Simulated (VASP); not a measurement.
# SnO2 in VASP: notebook

Runs on SnO2. Level: PBE. Tasks: single point.

Program: VASP 6.6.1. These are calculated values, not measurements. Logs are shortened: lines on timing, memory, paths and dates and some standing lists are left out, and cuts for length are marked.

## (1) The cell of the first run

Symmetry: Pnnm, No. 58, orthorhombic system. Conventional cell: a = 4.828 Å, b = 4.828 Å, c = 3.238 Å, α = 90.00°, β = 90.00°, γ = 90.00°. Sn (site symmetry 2/m) has 6 O at 2.10 Å within 2.8 Å. O (site symmetry m) has 3 Sn at 2.10 Å and 1 O at 2.66 Å within 2.8 Å.

## (2) Single point, PBE (atoms displaced along a vibrational mode)

Contents of INCAR:

```
PREC = Accurate
ENCUT = 520
EDIFF = 1E-6
ISMEAR = 0
SIGMA = 0.05
LREAL = False
LASPH = True
NELM = 80
ALGO = Normal
ISIF = 2
LWAVE = False
LCHARG = False
GGA = PE
NBANDS = 35
```

Contents of KPOINTS:

```
regular mesh
0
Gamma
  6 6 8
```

Contents of POSCAR:

```
SnO2
1.0
    4.8277932898      0.0000000000      0.0000000000
    0.0000000000      4.8278069739      0.0000000000
    0.0000000000      0.0000000000      3.2379014683
Sn O
2 4
Direct
    0.5000000000      0.5000000000      0.5000000000
    0.0000000000      0.0000000000      0.0000000000
    0.3311802080      0.2820256502      0.0000000000
    0.8311802080      0.2179743498      0.5000000000
    0.1688197920      0.7820256502      0.5000000000
    0.6688197920      0.7179743498      0.0000000000
```

Potentials or basis: VASP PAW PBE potentials, release 64 (Sn_d, O).

Started as:

```sh
> cat potpaw_PBE.64/Sn_d/POTCAR potpaw_PBE.64/O/POTCAR > POTCAR
> mpirun -np 1 vasp_std > vasp.out
```

OUTCAR:

```text
PREC = Accurate
   ENCUT = 520
   EDIFF = 1E-6
   ISMEAR = 0
   LREAL = False
   LASPH = True
   NELM = 80
   ISIF = 2
   GGA = PE

 ion  position               nearest neighbor table
   1  0.500  0.500  0.500-   3 2.10   6 2.10   3 2.10   6 2.10   5 2.10   4 2.10
   2  0.000  0.000  0.000-   4 2.10   5 2.10   4 2.10   5 2.10   3 2.10   6 2.10
   3  0.331  0.282  0.000-   1 2.10   1 2.10   2 2.10
   4  0.831  0.218  0.500-   2 2.10   2 2.10   1 2.10
   5  0.169  0.782  0.500-   2 2.10   2 2.10   1 2.10
   6  0.669  0.718  0.000-   1 2.10   1 2.10   2 2.10

  LATTYP: Found a simple tetragonal cell.
 ALAT       =     4.8277932898
 C/A-ratio  =     0.6706793920

  Lattice vectors:

 A1 = (   4.8277932898,   0.0000000000,   0.0000000000)
 A2 = (   0.0000000000,   4.8278069739,   0.0000000000)
 A3 = (   0.0000000000,   0.0000000000,   3.2379014683)

Analysis of symmetry for initial positions (statically):
=====================================================================
 Subroutine PRICEL returns:
 Original cell was already a primitive cell.

 Routine SETGRP: Setting up the symmetry group for a
 simple tetragonal supercell.

 Subroutine GETGRP returns: Found  8 space group operations
 (whereof  4 operations were pure point group operations)
 out of a pool of 16 trial point group operations.

The static configuration has the point symmetry C_2h.
 The point group associated with its full space group is D_2h.

Analysis of symmetry for dynamics (positions and initial velocities):
=====================================================================
 Subroutine PRICEL returns:
 Original cell was already a primitive cell.

 Routine SETGRP: Setting up the symmetry group for a
 simple tetragonal supercell.

 Subroutine GETGRP returns: Found  8 space group operations
 (whereof  4 operations were pure point group operations)
 out of a pool of 16 trial point group operations.

The dynamic configuration has the point symmetry C_2h.
 The point group associated with its full space group is D_2h.

 Subroutine INISYM returns: Found  8 space group operations
 (whereof  4 operations are pure point group operations),
 and found     1 'primitive' translations

----------------------------------------------------------------------------------------

                                     Primitive cell

  volume of cell :      75.4679

  direct lattice vectors                    reciprocal lattice vectors
     4.827793290  0.000000000  0.000000000     0.207133972  0.000000000  0.000000000
     0.000000000  4.827806974  0.000000000     0.000000000  0.207133385  0.000000000
     0.000000000  0.000000000  3.237901468     0.000000000  0.000000000  0.308842011

  length of vectors
     4.827793290  4.827806974  3.237901468     0.207133972  0.207133385  0.308842011

  position of ions in fractional coordinates (direct lattice)
     0.500000000  0.500000000  0.500000000
     0.000000000  0.000000000  0.000000000
     0.331180208  0.282025650  0.000000000
     0.831180208  0.217974350  0.500000000
     0.168819792  0.782025650  0.500000000
     0.668819792  0.717974350  0.000000000

  ion indices of the primitive-cell ions
   primitive index   ion index
                 1           1
                 2           2
                 3           3
                 4           4
                 5           5
                 6           6

----------------------------------------------------------------------------------------

 KPOINTS: regular mesh

Automatic generation of k-mesh.
 Grid dimensions read from file:
 generate k-points for:    6    6    8

 Generating k-lattice:

  Cartesian coordinates                     Fractional coordinates (reciprocal lattice)
     0.034522329  0.000000000  0.000000000     0.166666667  0.000000000  0.000000000
     0.000000000  0.034522231  0.000000000     0.000000000  0.166666667  0.000000000
     0.000000000  0.000000000  0.038605251     0.000000000  0.000000000  0.125000000

  Length of vectors
     0.034522329  0.034522231  0.038605251

  Shift w.r.t. Gamma in fractional coordinates (k-lattice)
     0.000000000  0.000000000  0.000000000

 Subroutine IBZKPT returns following result:
 ===========================================

 Found     80 irreducible k-points:

 Following reciprocal coordinates:
            Coordinates               Weight
  0.000000  0.000000  0.000000      1.000000
  0.166667  0.000000  0.000000      2.000000
  0.000000  0.166667  0.000000      2.000000
  0.333333  0.000000  0.000000      2.000000
  0.000000  0.333333  0.000000      2.000000
  0.500000  0.000000  0.000000      1.000000
[... 16 lines left out ...]
  0.000000  0.500000  0.125000      2.000000
  0.166667  0.166667  0.125000      8.000000
 [... further k-points ...]
   k-points           NKPTS =     80   k-points in BZ     NKDIM =     80   number of bands    NBANDS=     35
   number of dos      NEDOS =    301   number of ions     NIONS =      6
   total plane-waves  NPLWV =  31104
   dimension x,y,z NGX =    36 NGY =   36 NGZ =   24
   dimension x,y,z NGXF=    72 NGYF=   72 NGZF=   48
   ions per type =               2   4
   NGX,Y,Z   is equivalent  to a cutoff of  12.40, 12.40, 12.32 a.u.
   NGXF,Y,Z  is equivalent  to a cutoff of  24.79, 24.79, 24.64 a.u.
 SYSTEM =  unknown system
   PREC   = accura    normal or accurate (medium, high low for compatibility)
   ISTART =      0    job   : 0-new  1-cont  2-samecut
   ICHARG =      2    charge: 1-file 2-atom 10-const
   ISPIN  =      1    spin polarized calculation?
   LNONCOLLINEAR =      F non collinear calculations
   LSORBIT =      F    spin-orbit coupling
   LASPH  =      T    aspherical Exc in radial PAW
   ENCUT  =  520.0 eV  38.22 Ry    6.18 a.u.   8.98  8.98  6.02*2*pi/ulx,y,z
   NELM   =     80;   NELMIN=  2; NELMDL= -5     # of ELM steps
   EDIFF  = 0.1E-05   stopping-criterion for ELM
   LREAL  =      F    real-space projection
   EDIFFG = 0.1E-04   stopping-criterion for IOM
   NSW    =      0    number of steps for IOM
   IBRION =     -1    ionic relax: 0-MD 1-quasi-New 2-CG
   NFREE  =      0    steps in history (QN), initial steepest desc. (CG)
   ISIF   =      2    stress and relaxation
   ISYM   =      2    0-nonsym 1-usesym 2-fastsym
   POTIM  = 0.5000    time-step for ionic-motion
   TEBEG  =    0.0;   TEEND  =   0.0 temperature during run
   PSTRESS=    0.0 pullay stress
   NELECT =      52.0000    total number of electrons
   NUPDOWN=      -1.0000    fix difference up-down
   EMIN   =  10.00;   EMAX   =-10.00  energy-range for DOS
   EFERMI =   0.00;   METHOD = LEGACY
   ISMEAR =     0;   SIGMA  =   0.05  broadening in eV -4-tet -1-fermi 0-gaus
   EFERMI_NEDOS =   21; number of points for ismear=-14 and -15
   IALGO  =     38    algorithm
   IMIX   =      4    mixing-type and parameters
     AMIX     =   0.40;   BMIX     =  1.00
     AMIX_MAG =   1.60;   BMIX_MAG =  1.00
  volume/ion in A,a.u.               =      12.58        84.88
  Fermi-wavevector in a.u.,A,eV,Ry     =   1.445956  2.732461 28.446926  2.090790
  Thomas-Fermi vector in A             =   2.564080
   LORBIT       =      0    0 simple, 1 ext, 2 COOP (PROOUT), +10 PAW based schemes
   GGA     = PE    functional components
   LHFCALC =     F    Hartree Fock is set to
   AEXX    =    0.0000 exact exchange contribution
   IVDW    =     0    specifies the selected vdW correction
   LEPSILON=     F    determine dielectric tensor
   LRPA    =     F    only Hartree local field effects (RPA)
 non-spin polarized calculation
 Gauss-broadening in eV      SIGMA  =   0.05
  energy-cutoff  :      520.00
  volume of cell :       75.47
 maximum number of plane-waves:      2068
   NGX = 17   NGY = 17   NGZ = 13

 number of electron      52.0000013 magnetization

 Free energy of the ion-electron system (eV)
  ---------------------------------------------------
  ext. energy  EPLUGINS =         0.00000000
  ---------------------------------------------------
  free energy    TOTEN  =       -37.26696318 eV

  energy without entropy =      -37.26696318  energy(sigma->0) =      -37.26696318

 E-fermi :   5.6234     XC(G=0): -10.9885

 val. band max:        5.3696961843   @ k =   0.0000   0.1667   0.0000
 cond. band min:       6.2734760876   @ k =   0.0000   0.0000   0.0000
 fundamental gap:      0.9037799032
 Fermi energy:         5.6233559740

 k-point     1 :       0.0000    0.0000    0.0000
  band No.  band energies     occupation
      1     -15.4829      2.00000
      2     -14.8373      2.00000
      3     -14.6554      2.00000
      4     -14.6264      2.00000
      5     -14.6208      2.00000
      6     -14.5592      2.00000
[... 27 lines left out ...]
     34      17.3012      0.00000
     35      17.3734      0.00000

 k-point     2 :       0.1667    0.0000    0.0000
  band No.  band energies     occupation
      1     -15.4465      2.00000
      2     -14.8781      2.00000
      3     -14.6546      2.00000
      4     -14.6245      2.00000
      5     -14.6197      2.00000
      6     -14.5875      2.00000
[... 27 lines left out ...]
     34      17.0104      0.00000
     35      17.4458      0.00000

 k-point     3 :       0.0000    0.1667    0.0000
  band No.  band energies     occupation
      1     -15.4457      2.00000
      2     -14.8769      2.00000
      3     -14.6542      2.00000
      4     -14.6247      2.00000
      5     -14.6197      2.00000
      6     -14.5865      2.00000
[... 27 lines left out ...]
     34      17.3569      0.00000
     35      17.4727      0.00000

 k-point     4 :       0.3333    0.0000    0.0000
  band No.  band energies     occupation
      1     -15.3415      2.00000
      2     -15.0072      2.00000
      3     -14.6517      2.00000
      4     -14.6264      2.00000
      5     -14.6204      2.00000
      6     -14.6176      2.00000
[... 27 lines left out ...]
     34      17.5334      0.00000
     35      17.5752      0.00000

 k-point     5 :       0.0000    0.3333    0.0000
  band No.  band energies     occupation
      1     -15.3387      2.00000
      2     -15.0036      2.00000
      3     -14.6503      2.00000
      4     -14.6243      2.00000
      5     -14.6207      2.00000
      6     -14.6177      2.00000
[... 638 lines left out ...]
 k-point    22 :       0.5000    0.0000    0.1250
  band No.  band energies     occupation
      1     -15.1544      2.00000
      2     -15.1544      2.00000
      3     -14.7309      2.00000
      4     -14.7309      2.00000
      5     -14.5946      2.00000
      6     -14.5946      2.00000
[... 27 lines left out ...]
     34      17.4789      0.00000
     35      17.7057      0.00000

 k-point    23 :       0.0000    0.5000    0.1250
  band No.  band energies     occupation
      1     -15.1513      2.00000
      2     -15.1513      2.00000
      3     -14.7296      2.00000
      4     -14.7296      2.00000
      5     -14.5959      2.00000
      6     -14.5959      2.00000
[... 27 lines left out ...]
     34      17.4517      0.00000
     35      18.2803      0.00000

 k-point    24 :       0.1667    0.1667    0.1250
  band No.  band energies     occupation
      1     -15.3601      2.00000
      2     -14.8967      2.00000
      3     -14.7410      2.00000
      4     -14.7229      2.00000
      5     -14.6256      2.00000
      6     -14.5711      2.00000
[... 27 lines left out ...]
     34      17.2714      0.00000
     35      17.6381      0.00000

 [... further k-points ...]

------------------------ aborting loop because EDIFF is reached ----------------------------------------

  FORCE on cell =-STRESS in cart. coord.  units (eV):
  Direction    XX          YY          ZZ          XY          YZ          ZX
  --------------------------------------------------------------------------------------
  -------------------------------------------------------------------------------------
  Total        0.1605425     -0.6788560     -0.1536188      0.0000000      0.0000000      0.0000000
  in kB        3.4083041    -14.4120587     -3.2613148      0.0000000      0.0000000      0.0000000
  external PRESSURE =      -4.7550231 kB  Pullay stress =       0.0000000 kB

 VOLUME and BASIS-vectors are now :
 -----------------------------------------------------------------------------
  energy-cutoff  :      520.00
  volume of cell :       75.47
      direct lattice vectors                 reciprocal lattice vectors
     4.827793290  0.000000000  0.000000000     0.207133972  0.000000000  0.000000000
     0.000000000  4.827806974  0.000000000     0.000000000  0.207133385  0.000000000
     0.000000000  0.000000000  3.237901468     0.000000000  0.000000000  0.308842011

 POSITION                                       TOTAL-FORCE (eV/Angst)
 -----------------------------------------------------------------------------------
      2.41390      2.41390      1.61895         0.000000      0.000000      0.000000
      0.00000      0.00000      0.00000         0.000000      0.000000      0.000000
      1.59887      1.36157      0.00000        -0.072402      0.139243      0.000000
      4.01277      1.05234      1.61895        -0.072402     -0.139243      0.000000
      0.81503      3.77547      1.61895         0.072402      0.139243     -0.000000
      3.22892      3.46624      0.00000         0.072402     -0.139243     -0.000000
 -----------------------------------------------------------------------------------
    total drift:                                0.000000      0.000000      0.000000

  FREE ENERGIE OF THE ION-ELECTRON SYSTEM (eV)
  ---------------------------------------------------
  free  energy   TOTEN  =       -37.2669631810 eV

  energy  without entropy=      -37.2669631810  energy(sigma->0) =      -37.26696318
```

Run time: 73 s. Hardware: 1 thread of Intel Xeon 6975P-C (Granite Rapids), shared host; peak memory 0.28 GiB.

What came out:

```yaml
Free_energy: -37.2670 eV
Pressure: -0.5 GPa
Largest_force: 0.157 eV/Å
Band_gap_on_the_k_mesh: 0.90 eV (least direct gap 0.95 eV)
```

Forces on the atoms (eV/Å):
```
Sn   0.000  0.000  0.000
Sn   0.000  0.000  0.000
O   -0.072  0.139  0.000
O   -0.072 -0.139  0.000
O    0.072  0.139  0.000
O    0.072 -0.139  0.000
```

Caveat: the cell differs from its parent crystal (atoms displaced along a vibrational mode); spin-orbit coupling is left out, which moves the levels of the heavy elements.

## (3) Single point, PBE (atoms displaced along a vibrational mode)

Contents of INCAR:

```
ALGO = Normal ; EDIFF = 1E-7
ENCUT = 520 ; GGA = PE
ISIF = 2 ; ISMEAR = 0
LASPH = T ; LCHARG = F
LREAL = F ; LWAVE = F
NBANDS = 35 ; NELM = 100
PREC = Accurate ; SIGMA = 0.05
```

Contents of KPOINTS:

```
k-points
0
Gamma
  6 6 8
```

Contents of POSCAR:

```
SnO2
1.0
    4.8277932898      0.0000000000      0.0000000000
    0.0000000000      4.8278069739      0.0000000000
    0.0000000000      0.0000000000      3.2379014683
Sn O
2 4
Direct
    0.5000000000      0.5000000000      0.5000000000
    0.0000000000      0.0000000000      0.0000000000
    0.2819646748      0.3312350192      0.0000000000
    0.7819646748      0.1687649808      0.5000000000
    0.2180353252      0.8312350192      0.5000000000
    0.7180353252      0.6687649808      0.0000000000
```

Potentials or basis: VASP PAW PBE potentials, release 64 (Sn_d, O).

Started as:

```sh
> cat potpaw_PBE.64/Sn_d/POTCAR potpaw_PBE.64/O/POTCAR > POTCAR
> mpirun -np 1 vasp_std > vasp.out
```

Wall time 76 s (1 thread of Intel Xeon 6975P-C (Granite Rapids), shared host); peak memory 0.28 GiB.

It converged, with:

```yaml
Free_energy: -37.2667 eV
Pressure: -0.5 GPa
Largest_force: 0.158 eV/Å
Band_gap_on_the_k_mesh: 0.90 eV (least direct gap 0.95 eV)
```

Forces on the atoms (eV/Å):
```
Sn   0.000  0.000  0.000
Sn   0.000  0.000  0.000
O    0.140 -0.072  0.000
O    0.140  0.072  0.000
O   -0.140 -0.072  0.000
O   -0.140  0.072  0.000
```

Stress tensor (GPa, compression positive):
```
-1.45  0.00  0.00
 0.00  0.34  0.00
 0.00  0.00 -0.33
```

Levels at points of the mesh, in eV from the valence-band top:
```csv
k point,band 24,band 25,band 26,band 27,band 28,band 29
"(0.00, 0.00, 0.00)",-0.58,-0.46,-0.04,0.90,5.76,6.19
"(0.50, 0.00, 0.00)",-1.02,-0.26,-0.26,3.81,3.81,6.59
"(0.00, 0.50, 0.00)",-1.03,-0.54,-0.54,4.10,4.10,7.32
"(0.50, 0.50, 0.00)",-1.15,-0.63,-0.63,4.40,4.40,7.23
"(0.00, 0.00, 0.50)",-1.37,-0.90,-0.90,5.63,5.63,9.41
"(0.50, 0.00, 0.50)",-0.73,-0.72,-0.72,5.95,5.95,7.86
"(0.00, 0.50, 0.50)",-0.98,-0.49,-0.49,5.80,5.80,7.50
"(0.50, 0.50, 0.50)",-0.77,-0.55,-0.55,4.44,4.44,8.77
```

Caveat: the cell differs from its parent crystal (atoms displaced along a vibrational mode); spin-orbit coupling is left out, which moves the levels of the heavy elements.

## (4) Single point, PBE (atoms displaced along several vibrational modes)

Contents of INCAR:

```
PREC = Accurate
ENCUT = 520
EDIFF = 1E-7
ISMEAR = 0
SIGMA = 0.05
LREAL = F
LASPH = T
NELM = 60
ALGO = Normal
ISIF = 2
LWAVE = F
LCHARG = F
GGA = PE
NBANDS = 35
```

Contents of KPOINTS:

```
Automatic mesh
0
Gamma
  6 6 8
```

Contents of POSCAR:

```
SnO2
1.0
    4.8277932898      0.0000000000      0.0000000000
    0.0000000000      4.8278069739      0.0000000000
    0.0000000000      0.0000000000      3.2379014683
Sn O
2 4
Direct
    0.4980296051      0.4974609832      0.5000000000
    0.0019737014     -0.0025415860      0.0000000000
    0.3356127150      0.2791527360      0.0000000000
    0.8513432010      0.2396958906      0.5000000000
    0.1643750184      0.7791425064      0.5000000000
    0.6486445324      0.7397061201      0.0000000000
```

Started as:

```sh
> cat potpaw_PBE.64/Sn_d/POTCAR potpaw_PBE.64/O/POTCAR > POTCAR
> mpirun -np 1 vasp_std > vasp.out
```

Run time: 97 s. Hardware: 1 thread of Intel Xeon 6975P-C (Granite Rapids), shared host; peak memory 0.31 GiB.

The run converged. Its results:

```yaml
Free_energy: -37.1606 eV
Pressure: -1.7 GPa
Largest_force: 0.546 eV/Å
Band_gap_on_the_k_mesh: 1.03 eV (least direct gap 1.17 eV)
```

Forces on the atoms (eV/Å):
```
Sn   0.301  0.306  0.000
Sn  -0.301  0.306  0.000
O    0.055  0.143  0.000
O   -0.311 -0.449  0.000
O   -0.055  0.143  0.000
O    0.312 -0.449  0.000
```

Stress tensor (GPa, compression positive):
```
-0.56  0.00  0.00
 0.00 -3.11  0.00
 0.00  0.00 -1.47
```

Levels at points of the mesh, in eV from the valence-band top:
```tsv
k point	band 24	band 25	band 26	band 27	band 28	band 29
(0.00, 0.00, 0.00)	-0.47	-0.26	-0.14	1.03	5.60	6.40
(0.50, 0.00, 0.00)	-0.80	-0.48	-0.45	4.12	4.18	7.49
(0.00, 0.50, 0.00)	-0.89	-0.07	-0.07	3.72	3.72	6.51
(0.50, 0.50, 0.00)	-1.04	-0.48	-0.48	4.44	4.44	7.21
(0.00, 0.00, 0.50)	-1.30	-0.68	-0.68	5.55	5.55	9.32
(0.50, 0.00, 0.50)	-0.93	-0.34	-0.34	5.66	5.66	7.39
(0.00, 0.50, 0.50)	-0.75	-0.54	-0.54	5.88	5.88	7.93
(0.50, 0.50, 0.50)	-0.71	-0.37	-0.37	4.44	4.44	8.82
```

Caveat: the cell differs from its parent crystal (atoms displaced along several vibrational modes); spin-orbit coupling is left out, which moves the levels of the heavy elements. A k mesh can miss the band edges.

## (5) The runs side by side

| cell | gap on the mesh (eV) | pressure (GPa) | largest force (eV/Å) |
| --- | --- | --- | --- |
| as given, atomic positions A | 0.90 | -0.5 | 0.16 |
| as given, atomic positions B | 0.90 | -0.5 | 0.16 |
| as given, atomic positions C | 1.03 | -1.7 | 0.55 |

Alike in all rows: task single point; level PBE; potentials or basis VASP PAW PBE potentials, release 64 (Sn_d, O); no spin polarisation; k mesh 6 × 6 × 8; cutoff (eV) 520; smearing gaussian 0.05 eV.

Caveats: spin-orbit coupling is left out, which moves the levels of the heavy elements.

Total energies depend on the potentials used, so only differences within one code and one set of settings carry meaning.
